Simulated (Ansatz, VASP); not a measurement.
# Two plane-wave programs on Bi

File INCAR:

```
ALGO = Normal
DIPOL = 0.5 0.5 0.500
EDIFF = 1E-6
ENCUT = 520
GGA = CA
IDIPOL = 3
ISIF = 2
ISMEAR = 0
LASPH = T
LCHARG = F
LDIPOL = T
LREAL = F
LWAVE = F
NBANDS = 22
NELM = 100
PREC = Accurate
SIGMA = 0.02
```

The input KPOINTS:

```
k-points
0
Gamma
  9 9 1
```

File POSCAR:

```
Bi
1.0
    3.9450000000      0.0000000000      0.0000000000
   -1.9725000000      3.4164702179      0.0000000000
    0.0000000000      0.0000000000     28.0000000000
Bi
2
Direct
    0.3333333333      0.6666666667      0.5262500000
    0.6666666667      0.3333333333      0.4737500000
```

Input for Ansatz:

```yaml
crystal:
  lattice:
    - [3.945, 0.0, 0.0]
    - [-1.9725, 3.4164702179, 0.0]
    - [0.0, 0.0, 28.0]
  atoms:
    - { symbol: Bi, position: [0.3333333333, 0.6666666667, 0.52625] }
    - { symbol: Bi, position: [0.6666666667, 0.3333333333, 0.47375] }
  periodic: [true, true, false]
basis:
  ecutwfc: 420
kpoints:
  mp_grid: { grid: [9, 9, 1] }
hamiltonian:
  xc: lda
scf:
  occupations: { method: gaussian, width: 0.02 }
output:
  forces: true
  stress: true
  eigenvalues: true
```

Alike in both runs: task single point; functional LDA; k mesh 9 × 9 × 1; occupations gaussian, width 0.02 eV; no spin polarisation.

|  | VASP | Ansatz |
| --- | --- | --- |
| version | VASP 6.6.1 | Ansatz 0.2.0 |
| potentials or method | VASP PAW LDA potentials, release 64 (Bi_d), cutoff 520 eV | scalar-relativistic, plane waves, PAW |
| valence electrons in the cell | 30 | 30 |

Ansatz gave:

```
gap on the k mesh at the Fermi level (eV) : 0.90
least direct gap on the mesh (eV)         : 0.90
rms of the force components (eV/Å)        : 2.455
```

Task: Estimate VASP's values.

Result: gap on the k mesh at the Fermi level (eV): 0.91; least direct gap on the mesh (eV): 0.91; rms of the force components (eV/Å): 2.512.

LDA's correlation is that of Perdew and Zunger in VASP and of Perdew and Wang (1992) in Ansatz. Atom by atom the forces differ by 0.057 eV/Å (rms over components).

Spin-orbit coupling is off throughout.
